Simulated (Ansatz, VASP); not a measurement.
# C in VASP and in Ansatz

Contents of INCAR:

```
PREC = Accurate ; ENCUT = 520
EDIFF = 1E-6 ; ISMEAR = 0
SIGMA = 0.05 ; LREAL = F
LASPH = T ; NELM = 80
ALGO = Normal ; ISIF = 2
LWAVE = F ; LCHARG = F
GGA = PE ; NBANDS = 11
```

Contents of KPOINTS:

```
regular mesh
0
Gamma
  12 12 12
```

POSCAR

```
C
1.0
    0.0000000000      1.7573688362      1.8441828567
    1.7573688362      0.0000000000      1.8441828567
    1.7573688362      1.7573688362      0.0000000000
C
2
Direct
    0.5000000000      0.5000000000      0.5000000000
    0.7500000000      0.7500000000      0.7500000000
```

Input for Ansatz:

```yaml
crystal:
  lattice:
    - [0.0, 1.7573688362, 1.8441828567]
    - [1.7573688362, 0.0, 1.8441828567]
    - [1.7573688362, 1.7573688362, 0.0]
  atoms:
    - { symbol: C, position: [0.5, 0.5, 0.5] }
    - { symbol: C, position: [0.75, 0.75, 0.75] }
basis:
  ecutwfc: 520.0
kpoints:
  mp_grid: { grid: [12, 12, 12] }
hamiltonian:
  xc: pbe
  pseudopotentials: { kind: paw, azcp: { folder: soft_1 } }
scf:
  occupations: { method: gaussian, width: 0.05 }
output:
  forces: true
  stress: true
  eigenvalues: true
```

Alike in both runs: task single point; functional PBE; k mesh 12 × 12 × 12; occupations gaussian, width 0.05 eV; no spin polarisation.

|  | VASP | Ansatz |
| --- | --- | --- |
| version | VASP 6.6.1 | Ansatz 0.2.0 |
| potentials or method | VASP PAW PBE potentials, release 64 (C), cutoff 520 eV | scalar-relativistic, plane waves, PAW |
| valence electrons in the cell | 8 | 8 |

Ansatz gave:

* gap on the k mesh at the Fermi level (eV): 3.55
* least direct gap on the mesh (eV): 5.15
* pressure (GPa): 0.1
* traceless stress, the component that is largest in VASP (GPa): -31.22

Q: Which values does VASP return?

A: gap on the k mesh at the Fermi level (eV): 3.54; least direct gap on the mesh (eV): 5.15; pressure (GPa): 0.7; traceless stress, the component that is largest in VASP (GPa): -31.22.
